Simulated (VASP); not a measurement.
# TiB2 (P6/mmm) in VASP: further runs

TiB2 is run at these levels: PBEsol; tasks: single point.

All numbers are computed with VASP 6.6.1; they aren't measurements. Logs are shortened: lines on timing, memory, paths and dates and some standing lists are left out, and cuts for length are marked.

### Step 1. The cell of the first run

The structure is hexagonal, space group P6/mmm (No. 191). The conventional cell has a = 2.991 Å, b = 2.991 Å, c = 3.145 Å, α = 90.00°, β = 90.00°, γ = 120.00°. Within 3.1 Å of Ti (site symmetry 6/mmm) lie 12 B at 2.34 Å and 6 Ti at 2.99 Å. Within 2.3 Å of B (site symmetry -6m2) lie 3 B at 1.73 Å.

### Step 2. Single point, PBEsol (volume scaled by 0.97, then relaxed in part)

Contents of INCAR:

```
SYSTEM = TiB2
PREC = Accurate
ENCUT = 520
EDIFF = 1E-6
ISMEAR = 0
SIGMA = 0.1
LREAL = .False.
LASPH = .True.
NELM = 100
ALGO = Normal
ISIF = 2
LWAVE = .False.
LCHARG = .False.
GGA = PS
NBANDS = 16
```

Contents of KPOINTS:

```
Automatic mesh
0
Gamma
  18 18 14
  0 0 0
```

Contents of POSCAR:

```
TiB2
1.0
    2.9906145183      0.0000000000      0.0000000000
   -1.4953072591      2.5899481458      0.0000000000
    0.0000000000      0.0000000000      3.1454265966
Ti B
1 2
Direct
    0.0000000000      0.0000000000      0.0000000000
    0.3333333333      0.6666666667      0.5000000000
    0.6666666667      0.3333333333      0.5000000000
```

Potentials or basis: VASP PAW PBE potentials, release 64 (Ti_sv, B).

Launch:

```sh
cat potpaw_PBE.64/Ti_sv/POTCAR potpaw_PBE.64/B/POTCAR > POTCAR
mpirun -np 1 vasp_std > vasp.out
```

OUTCAR:

```text
SYSTEM = TiB2
   PREC = Accurate
   ENCUT = 520
   EDIFF = 1E-6
   ISMEAR = 0
   LREAL = .False.
   LASPH = .True.
   NELM = 100
   ISIF = 2
   GGA = PS

 ion  position               nearest neighbor table
   1  0.000  0.000  0.000-   2 2.34   3 2.34   2 2.34   3 2.34   2 2.34   2 2.34   3 2.34   3 2.34
                             3 2.34   3 2.34   2 2.34   2 2.34
   2  0.333  0.667  0.500-   3 1.73   3 1.73   3 1.73   1 2.34   1 2.34   1 2.34   1 2.34   1 2.34
                             1 2.34
   3  0.667  0.333  0.500-   2 1.73   2 1.73   2 1.73   1 2.34   1 2.34   1 2.34   1 2.34   1 2.34
                             1 2.34

  LATTYP: Found a hexagonal cell.
 ALAT       =     2.9906145183
 C/A-ratio  =     1.0517659756

  Lattice vectors:

 A1 = (   2.9906145183,   0.0000000000,   0.0000000000)
 A2 = (  -1.4953072591,   2.5899481458,   0.0000000000)
 A3 = (   0.0000000000,   0.0000000000,   3.1454265966)

Analysis of symmetry for initial positions (statically):
=====================================================================
 Subroutine PRICEL returns:
 Original cell was already a primitive cell.

 Routine SETGRP: Setting up the symmetry group for a
 hexagonal supercell.

 Subroutine GETGRP returns: Found 24 space group operations
 (whereof 24 operations were pure point group operations)
 out of a pool of 24 trial point group operations.

The static configuration has the point symmetry D_6h.

Analysis of symmetry for dynamics (positions and initial velocities):
=====================================================================
 Subroutine PRICEL returns:
 Original cell was already a primitive cell.

 Routine SETGRP: Setting up the symmetry group for a
 hexagonal supercell.

 Subroutine GETGRP returns: Found 24 space group operations
 (whereof 24 operations were pure point group operations)
 out of a pool of 24 trial point group operations.

The dynamic configuration has the point symmetry D_6h.

 Subroutine INISYM returns: Found 24 space group operations
 (whereof 24 operations are pure point group operations),
 and found     1 'primitive' translations

----------------------------------------------------------------------------------------

                                     Primitive cell

  volume of cell :      24.3630

  direct lattice vectors                    reciprocal lattice vectors
     2.990614518  0.000000000  0.000000000     0.334379437  0.193054058  0.000000000
    -1.495307259  2.589948146  0.000000000     0.000000000  0.386108116  0.000000000
     0.000000000  0.000000000  3.145426597     0.000000000  0.000000000  0.317921900

  length of vectors
     2.990614518  2.990614518  3.145426597     0.386108116  0.386108116  0.317921900

  position of ions in fractional coordinates (direct lattice)
     0.000000000  0.000000000  0.000000000
     0.333333333  0.666666667  0.500000000
     0.666666667  0.333333333  0.500000000

  ion indices of the primitive-cell ions
   primitive index   ion index
                 1           1
                 2           2
                 3           3

----------------------------------------------------------------------------------------

 KPOINTS: Automatic mesh

Automatic generation of k-mesh.
 Grid dimensions read from file:
 generate k-points for:   18   18   14

 Generating k-lattice:

  Cartesian coordinates                     Fractional coordinates (reciprocal lattice)
     0.018576635  0.010725225  0.000000000     0.055555556  0.000000000  0.000000000
     0.000000000  0.021450451  0.000000000     0.000000000  0.055555556  0.000000000
     0.000000000  0.000000000  0.022708707     0.000000000  0.000000000  0.071428571

  Length of vectors
     0.021450451  0.021450451  0.022708707

  Shift w.r.t. Gamma in fractional coordinates (k-lattice)
     0.000000000  0.000000000  0.000000000

 Subroutine IBZKPT returns following result:
 ===========================================

 Found    296 irreducible k-points:

 Following reciprocal coordinates:
            Coordinates               Weight
  0.000000  0.000000  0.000000      1.000000
  0.055556  0.000000  0.000000      6.000000
  0.111111  0.000000  0.000000      6.000000
  0.166667 -0.000000  0.000000      6.000000
  0.222222 -0.000000  0.000000      6.000000
  0.277778  0.000000  0.000000      6.000000
[... 16 lines left out ...]
  0.333333  0.111111  0.000000     12.000000
  0.388889  0.111111  0.000000     12.000000
 [... further k-points ...]
   k-points           NKPTS =    296   k-points in BZ     NKDIM =    296   number of bands    NBANDS=     16
   number of dos      NEDOS =    301   number of ions     NIONS =      3
   total plane-waves  NPLWV =  13824
   dimension x,y,z NGX =    24 NGY =   24 NGZ =   24
   dimension x,y,z NGXF=    48 NGYF=   48 NGZF=   48
   ions per type =               1   2
   NGX,Y,Z   is equivalent  to a cutoff of  13.34, 13.34, 12.68 a.u.
   NGXF,Y,Z  is equivalent  to a cutoff of  26.68, 26.68, 25.37 a.u.
 SYSTEM =  TiB2
   PREC   = accura    normal or accurate (medium, high low for compatibility)
   ISTART =      0    job   : 0-new  1-cont  2-samecut
   ICHARG =      2    charge: 1-file 2-atom 10-const
   ISPIN  =      1    spin polarized calculation?
   LNONCOLLINEAR =      F non collinear calculations
   LSORBIT =      F    spin-orbit coupling
   LASPH  =      T    aspherical Exc in radial PAW
   ENCUT  =  520.0 eV  38.22 Ry    6.18 a.u.   5.56  5.56  5.85*2*pi/ulx,y,z
   NELM   =    100;   NELMIN=  2; NELMDL= -5     # of ELM steps
   EDIFF  = 0.1E-05   stopping-criterion for ELM
   LREAL  =      F    real-space projection
[... 7 lines left out ...]
   TEBEG  =    0.0;   TEEND  =   0.0 temperature during run
   PSTRESS=    0.0 pullay stress
   NELECT =      18.0000    total number of electrons
   NUPDOWN=      -1.0000    fix difference up-down
   EMIN   =  10.00;   EMAX   =-10.00  energy-range for DOS
   EFERMI =   0.00;   METHOD = LEGACY
   ISMEAR =     0;   SIGMA  =   0.10  broadening in eV -4-tet -1-fermi 0-gaus
   EFERMI_NEDOS =   21; number of points for ismear=-14 and -15
   IALGO  =     38    algorithm
   IMIX   =      4    mixing-type and parameters
     AMIX     =   0.40;   BMIX     =  1.00
     AMIX_MAG =   1.60;   BMIX_MAG =  1.00
  volume/ion in A,a.u.               =       8.12        54.80
  Fermi-wavevector in a.u.,A,eV,Ry     =   1.479978  2.796753 29.801322  2.190335
  Thomas-Fermi vector in A             =   2.594069
   LORBIT       =      0    0 simple, 1 ext, 2 COOP (PROOUT), +10 PAW based schemes
   GGA     = PS    functional components
   LHFCALC =     F    Hartree Fock is set to
   AEXX    =    0.0000 exact exchange contribution
   IVDW    =     0    specifies the selected vdW correction
   LEPSILON=     F    determine dielectric tensor
   LRPA    =     F    only Hartree local field effects (RPA)
 non-spin polarized calculation
 Gauss-broadening in eV      SIGMA  =   0.10
  energy-cutoff  :      520.00
  volume of cell :       24.36
 maximum number of plane-waves:       678
 NGX is ok and might be reduce to    24
   NGX = 11   NGY = 11   NGZ = 11

 number of electron      18.0000001 magnetization

 Free energy of the ion-electron system (eV)
  ---------------------------------------------------
  ext. energy  EPLUGINS =         0.00000000
  ---------------------------------------------------
  free energy    TOTEN  =       -25.77179345 eV

  energy without entropy =      -25.77009108  energy(sigma->0) =      -25.77094226

 E-fermi :  10.5151     XC(G=0): -13.1259

 val. band max:       10.5073395892   @ k =   0.3333   0.1667   0.0000
 cond. band min:      10.5156176990   @ k =   0.0556   0.0556   0.3571
 fundamental gap:      0.0082781098
 Fermi energy:        10.5150931143

 k-point     1 :       0.0000    0.0000    0.0000
  band No.  band energies     occupation
      1     -46.0719      2.00000
      2     -22.5348      2.00000
      3     -22.1978      2.00000
      4     -22.1978      2.00000
      5      -3.2510      2.00000
      6       7.6853      2.00000
[... 8 lines left out ...]
     15      16.3740      0.00000
     16      17.6900      0.00000

 k-point     2 :       0.0556    0.0000    0.0000
  band No.  band energies     occupation
      1     -46.0699      2.00000
      2     -22.5323      2.00000
      3     -22.2129      2.00000
      4     -22.2012      2.00000
      5      -3.1892      2.00000
      6       7.5128      2.00000
[... 8 lines left out ...]
     15      16.8129      0.00000
     16      17.8800      0.00000

 k-point     3 :       0.1111    0.0000    0.0000
  band No.  band energies     occupation
      1     -46.0641      2.00000
      2     -22.5251      2.00000
      3     -22.2560      2.00000
      4     -22.2109      2.00000
      5      -3.0055      2.00000
      6       7.0306      2.00000
[... 8 lines left out ...]
     15      17.7689      0.00000
     16      18.4554      0.00000

 k-point     4 :       0.1667   -0.0000    0.0000
  band No.  band energies     occupation
      1     -46.0553      2.00000
      2     -22.5141      2.00000
      3     -22.3214      2.00000
      4     -22.2257      2.00000
      5      -2.7053      2.00000
      6       6.3297      2.00000
[... 8 lines left out ...]
     15      18.9588      0.00000
     16      19.0753      0.00000
[... 324 lines left out ...]
 k-point    22 :       0.2778    0.1111    0.0000
  band No.  band energies     occupation
      1     -46.0189      2.00000
      2     -22.5596      2.00000
      3     -22.4689      2.00000
      4     -22.3096      2.00000
      5      -1.0294      2.00000
      6       3.7662      2.00000
[... 8 lines left out ...]
     15      18.9288      0.00000
     16      20.1867      0.00000

 k-point    23 :       0.3333    0.1111    0.0000
  band No.  band energies     occupation
      1     -46.0105      2.00000
      2     -22.6135      2.00000
      3     -22.4585      2.00000
      4     -22.3284      2.00000
      5      -0.3597      2.00000
      6       2.8921      2.00000
[... 8 lines left out ...]
     15      18.9089      0.00000
     16      20.0454      0.00000

 k-point    24 :       0.3889    0.1111    0.0000
  band No.  band energies     occupation
      1     -46.0050      2.00000
      2     -22.6485      2.00000
      3     -22.4517      2.00000
      4     -22.3406      2.00000
      5       0.3754      2.00000
      6       2.0279      2.00000
[... 8 lines left out ...]
     15      18.8569      0.00000
     16      19.9344      0.00000

 [... further k-points ...]
[... 5 lines left out ...]
  --------------------------------------------------------------------------------------
  -------------------------------------------------------------------------------------
  Total        1.3617209      1.3617209      1.3409376      0.0000000      0.0000000      0.0000000
  in kB       89.5504208     89.5504208     88.1836559      0.0000000      0.0000000      0.0000000
  external PRESSURE =      89.0948325 kB  Pullay stress =       0.0000000 kB

 VOLUME and BASIS-vectors are now :
 -----------------------------------------------------------------------------
  energy-cutoff  :      520.00
  volume of cell :       24.36
      direct lattice vectors                 reciprocal lattice vectors
     2.990614518  0.000000000  0.000000000     0.334379437  0.193054058  0.000000000
    -1.495307259  2.589948146  0.000000000     0.000000000  0.386108116  0.000000000
     0.000000000  0.000000000  3.145426597     0.000000000  0.000000000  0.317921900

 POSITION                                       TOTAL-FORCE (eV/Angst)
 -----------------------------------------------------------------------------------
      0.00000      0.00000      0.00000         0.000000      0.000000      0.000000
     -0.00000      1.72663      1.57271         0.000000      0.000000     -0.000000
      1.49531      0.86332      1.57271        -0.000000     -0.000000      0.000000
 -----------------------------------------------------------------------------------
    total drift:                               -0.000000      0.000000      0.000000

  FREE ENERGIE OF THE ION-ELECTRON SYSTEM (eV)
  ---------------------------------------------------
  free  energy   TOTEN  =       -25.7717934482 eV

  energy  without entropy=      -25.7700910777  energy(sigma->0) =      -25.77094226
```

Run time: 45 s. Hardware: 1 thread of Intel Xeon Platinum 8488C (Sapphire Rapids), shared host; peak memory 0.23 GiB.

What came out:

| Item | Value |
| --- | --- |
| Free energy | -25.7718 eV |
| Pressure | 8.9 GPa |
| Band gap on the k mesh | zero (band 9 reaches 10.85 eV, above the bottom of band 10 at 10.20 eV) |

Stress tensor (GPa, compression positive):
```
8.96 0.00 0.00
0.00 8.96 0.00
0.00 0.00 8.82
```

Levels at points of the mesh, in eV from the Fermi level:
| k point | band 5 | band 6 | band 7 | band 8 | band 9 | band 10 | band 11 | band 12 | band 13 | band 14 |
| --- | --- | --- | --- | --- | --- | --- | --- | --- | --- | --- |
| (0.00, 0.00, 0.00) | -13.77 | -2.83 | -2.83 | -2.28 | -2.20 | 2.02 | 2.02 | 3.99 | 3.99 | 5.86 |
| (0.50, 0.00, 0.00) | -9.65 | -9.31 | -3.39 | -3.32 | -2.47 | 1.43 | 2.89 | 3.43 | 3.58 | 7.82 |
| (0.00, 0.00, 0.50) | -11.61 | -7.85 | -0.60 | -0.60 | -0.32 | -0.32 | 0.43 | 0.43 | 1.90 | 6.60 |
| (0.50, 0.00, 0.50) | -9.97 | -7.62 | -4.91 | -4.06 | -3.19 | 2.74 | 3.11 | 4.94 | 4.97 | 5.63 |

Caveat: the cell differs from its parent crystal (volume scaled by 0.97, then relaxed in part); the PAW data sets were made with another functional, which shifts forces and pressure a little.

### Step 3. Single point, PBEsol

This run uses another cell than the first one, of 8.37 Å³/atom, 1.031 times its volume.

Contents of INCAR:

```
SYSTEM = TiB2
PREC = Accurate ; ENCUT = 520
EDIFF = 1E-6 ; ISMEAR = 0
SIGMA = 0.1 ; LREAL = .FALSE.
LASPH = .TRUE. ; NELM = 80
ALGO = Normal ; ISIF = 2
LWAVE = .FALSE. ; LCHARG = .FALSE.
GGA = PS ; NBANDS = 16
```

Contents of KPOINTS:

```
Automatic mesh
0
G
  18 18 14
  0 0 0
```

Contents of POSCAR:

```
TiB2
1.0
    3.0172065491      0.0000000000      0.0000000000
   -1.5086032746      2.6129775200      0.0000000000
    0.0000000000      0.0000000000      3.1858007607
Ti B
1 2
Direct
    0.0000000000      0.0000000000      0.0000000000
    0.3333333333      0.6666666667      0.5000000000
    0.6666666667      0.3333333333      0.5000000000
```

Potentials or basis: VASP PAW PBE potentials, release 64 (Ti_sv, B).

Launch:

```sh
cat potpaw_PBE.64/Ti_sv/POTCAR potpaw_PBE.64/B/POTCAR > POTCAR
mpirun -np 1 vasp_std > vasp.out
```

Wall time 48 s (1 thread of Intel Xeon Platinum 8488C (Sapphire Rapids), shared host); peak memory 0.23 GiB.

It converged, with:

* Free energy: -25.7933 eV
* Pressure: 0.4 GPa
* Band gap on the k mesh: zero (band 9 reaches 10.52 eV, above the bottom of band 10 at 9.89 eV)

Stress tensor (GPa, compression positive):
```
0.43 0.00 0.00
0.00 0.43 0.00
0.00 0.00 0.29
```

Levels at points of the mesh, in eV from the Fermi level:
| k point | band 7 | band 8 | band 9 | band 10 | band 11 | band 12 |
| --- | --- | --- | --- | --- | --- | --- |
| (0.00, 0.00, 0.00) | -2.74 | -2.24 | -2.21 | 1.93 | 1.93 | 3.81 |
| (0.50, 0.00, 0.00) | -3.33 | -3.26 | -2.39 | 1.36 | 2.78 | 3.29 |
| (0.00, 0.00, 0.50) | -0.59 | -0.59 | -0.29 | -0.29 | 0.41 | 0.41 |
| (0.50, 0.00, 0.50) | -4.78 | -3.95 | -3.19 | 2.59 | 2.98 | 4.68 |

Caveat: the PAW data sets were made with another functional, which shifts forces and pressure a little.

### Step 4. Single point, PBEsol (volume scaled by 1.03, then relaxed in part)

INCAR, as its differences from that of step 3:

```diff
@@ -4,3 +4,3 @@
 SIGMA = 0.1 ; LREAL = .FALSE.
-LASPH = .TRUE. ; NELM = 80
+LASPH = .TRUE. ; NELM = 60
 ALGO = Normal ; ISIF = 2
```

Contents of KPOINTS:

```
regular mesh
0
G
  18 18 14
  0 0 0
```

Contents of POSCAR:

```
TiB2
1.0
    3.0428437980      0.0000000000      0.0000000000
   -1.5214218990      2.6351800288      0.0000000000
    0.0000000000      0.0000000000      3.2263137739
Ti B
1 2
Direct
    0.0000000000      0.0000000000      0.0000000000
    0.3333333333      0.6666666667      0.5000000000
    0.6666666667      0.3333333333      0.5000000000
```

Launch:

```sh
cat potpaw_PBE.64/Ti_sv/POTCAR potpaw_PBE.64/B/POTCAR > POTCAR
mpirun -np 1 vasp_std > vasp.out
```

It took 47 s on 1 thread of Intel Xeon Platinum 8488C (Sapphire Rapids), shared host; peak memory 0.23 GiB.

The run converged. Its results:

```yaml
Free_energy: -25.7776 eV
Pressure: -7.0 GPa
Band_gap_on_the_k_mesh: zero (band 9 reaches 10.19 eV, above the bottom of band 10 at 9.60 eV)
```

Stress tensor (GPa, compression positive):
```
-6.90  0.00  0.00
 0.00 -6.90  0.00
 0.00  0.00 -7.13
```

Levels at points of the mesh, in eV from the Fermi level:
```csv
k point,band 7,band 8,band 9,band 10,band 11,band 12
"(0.00, 0.00, 0.00)",-2.64,-2.28,-2.15,1.84,1.84,3.64
"(0.50, 0.00, 0.00)",-3.28,-3.20,-2.31,1.29,2.68,3.15
"(0.00, 0.00, 0.50)",-0.57,-0.57,-0.26,-0.26,0.39,0.39
"(0.50, 0.00, 0.50)",-4.66,-3.84,-3.17,2.45,2.86,4.44
```

Caveat: the cell differs from its parent crystal (volume scaled by 1.03, then relaxed in part); the PAW data sets were made with another functional, which shifts forces and pressure a little.

### Step 5. Summary

| cell | gap on the mesh (eV) | pressure (GPa) |
| --- | --- | --- |
| a = 2.991, b = 2.991, c = 3.145 Å, angles 90.0, 90.0, 120.0°, 3 atoms | none | 8.9 |
| a = 3.017, b = 3.017, c = 3.186 Å, angles 90.0, 90.0, 120.0°, 3 atoms | none | 0.4 |
| a = 3.043, b = 3.043, c = 3.226 Å, angles 90.0, 90.0, 120.0°, 3 atoms | none | -7.0 |

Alike in all rows: task single point; level PBEsol; potentials or basis VASP PAW PBE potentials, release 64 (Ti_sv, B); no spin polarisation; k mesh 18 × 18 × 14; cutoff (eV) 520; smearing gaussian 0.1 eV.

Caveats: the PAW data sets were made with another functional, which shifts forces and pressure a little.

Total energies depend on the potentials used, so only differences within one code and one set of settings carry meaning.
